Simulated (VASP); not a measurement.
The system is Ir.

```xyz
1
Lattice="0.0000 1.9228 1.9228 1.9228 0.0000 1.9228 1.9228 1.9228 0.0000" Properties=species:S:1:pos:R:3 pbc="T T T"
Ir    0.0000    0.0000    0.0000
```

Base run:

| Quantity | Value |
| --- | --- |
| Program | VASP 6.6.1 |
| Functional | r2SCAN |
| Potentials or basis | VASP PAW PBE potentials, release 64 (Ir) |
| Cutoff | 520 eV |
| k mesh | 14 × 14 × 14 |
| Occupations | fermi-dirac, width 1 eV |
| Spin | no spin polarisation |

Its results: pressure 25.7 GPa.

The run is repeated on the same cell with these changes: occupations from fermi-dirac, width 1 eV to gaussian, width 0.1 eV. What comes out?

Pressure 2.3 GPa.

Caveats: the PAW data sets were made with another functional, which shifts forces and pressure a little.
